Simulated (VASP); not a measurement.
Write the native input for VASP 6.6.1 that does the following.

| Item | Value |
| --- | --- |
| Task | single point |
| Functional | PBE |
| Potentials or basis | VASP PAW PBE potentials, release 64 (Be, S) |
| Cutoff | 600 eV |
| k mesh | 10 × 10 × 10 |
| Occupations | gaussian, width 0.02 eV |
| Spin | no spin polarisation |
| Dipole correction | no |
| Further INCAR settings | ALGO = Normal; EDIFF = 1e-06; NBANDS = 11 |

The structure of BeS lies in POSCAR:

```
BeS
1.0
    0.0000000000      2.3146323766      2.3146323766
    2.3146323766      0.0000000000      2.3146323766
    2.3146323766      2.3146323766      0.0000000000
Be S
1 1
Direct
    0.0000000000      0.0000000000      0.0000000000
    0.5000000000      0.5000000000      0.5000000000
```

One way to write it, as run:

INCAR

```
PREC = Accurate
ENCUT = 600
EDIFF = 1E-6
ISMEAR = 0
SIGMA = 0.02
LREAL = False
LASPH = True
NELM = 120
ALGO = Normal
ISIF = 2
LWAVE = False
LCHARG = False
GGA = PE
NBANDS = 11
GGA_COMPAT = False
```

KPOINTS

```
Automatic mesh
0
Gamma
  10 10 10
```

Potentials or basis: VASP PAW PBE potentials, release 64 (Be, S).

Run with:

```bash
$ cat potpaw_PBE.64/Be/POTCAR potpaw_PBE.64/S/POTCAR > POTCAR
$ mpirun -np 1 vasp_std > vasp.out
```

Results of the run:

```
Pressure               : 0.0 GPa
Band gap on the k mesh : 1.03 eV, indirect (least direct gap 4.17 eV)
```

Wall time 12 s on 1 thread of Intel(R) Xeon(R) Platinum 8259CL CPU @ 2.50GHz (Skylake/Cascade Lake), with other jobs on the host, peak memory 0.15 GiB.
